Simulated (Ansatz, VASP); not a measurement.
# PCS4: VASP beside Ansatz

File INCAR:

```
  ALGO = Normal
  EDIFF = 1E-6
  ENCUT = 520
  GGA = PE
  ISIF = 2
  ISMEAR = 0
  IVDW = 12
  LASPH = True
  LCHARG = False
  LREAL = False
  LWAVE = False
  NBANDS = 26
  NELM = 80
  PREC = Accurate
  SIGMA = 0.1
```

Contents of KPOINTS:

```
k-points
0
Gamma
  6 6 2
```

Contents of POSCAR:

```
PCS4
1.0
    3.2901320400      0.0000000000      0.0000000000
    0.0000000000      3.2901320400      0.0000000000
    0.0000000000      0.0000000000     12.6214773200
P C S
1 1 4
Direct
    0.0000000000      0.0000000000      0.0000000000
    0.5000000000      0.5000000000      0.5000000000
    0.5000000000      0.5000000000      0.1809719800
    0.0000000000      0.0000000000      0.6524536600
    0.0000000000      0.0000000000      0.3475463400
    0.5000000000      0.5000000000      0.8190280200
```

Input for Ansatz:

```yaml
crystal:
  lattice:
    - [3.29013204, 0.0, 0.0]
    - [0.0, 3.29013204, 0.0]
    - [0.0, 0.0, 12.62147732]
  atoms:
    - { symbol: P, position: [0.0, 0.0, 0.0] }
    - { symbol: C, position: [0.5, 0.5, 0.5] }
    - { symbol: S, position: [0.5, 0.5, 0.18097198] }
    - { symbol: S, position: [0.0, 0.0, 0.65245366] }
    - { symbol: S, position: [0.0, 0.0, 0.34754634] }
    - { symbol: S, position: [0.5, 0.5, 0.81902802] }
basis:
  ecutwfc: 420
kpoints:
  mp_grid: { grid: [6, 6, 2] }
hamiltonian:
  xc: pbe
  dispersion: d3bj
scf:
  occupations: { method: gaussian, width: 0.1 }
  lower_state_search: "off"
output:
  forces: true
  stress: true
  eigenvalues: true
```

Change from the starting cell: species swapped into the Ti4CuAg type (P4/mmm, No. 123).

Alike in both runs: task single point; functional PBE; dispersion D3(BJ); k mesh 6 × 6 × 2; occupations gaussian, width 0.1 eV; no spin polarisation.

```csv
,VASP,Ansatz
version,VASP 6.6.1,Ansatz 0.2.0
potentials or method,"VASP PAW PBE potentials, release 64 (P, C, S), cutoff 520 eV","scalar-relativistic, plane waves, PAW"
valence electrons in the cell,33,33
```

```tsv
	VASP	Ansatz	Ansatz less VASP
gap on the k mesh at the Fermi level (eV)	none	none	-
pressure (GPa)	-16.5	-16.4	+0.04
traceless stress, the component that is largest in VASP (GPa)	-3.13	-3.14	0.000
rms of the force components (eV/Å)	0.244	0.243	-0.0004
```

Atom by atom the forces differ by 0.000 eV/Å (rms over components). A gap of «none» marks a metal or a gap that the smearing closes.
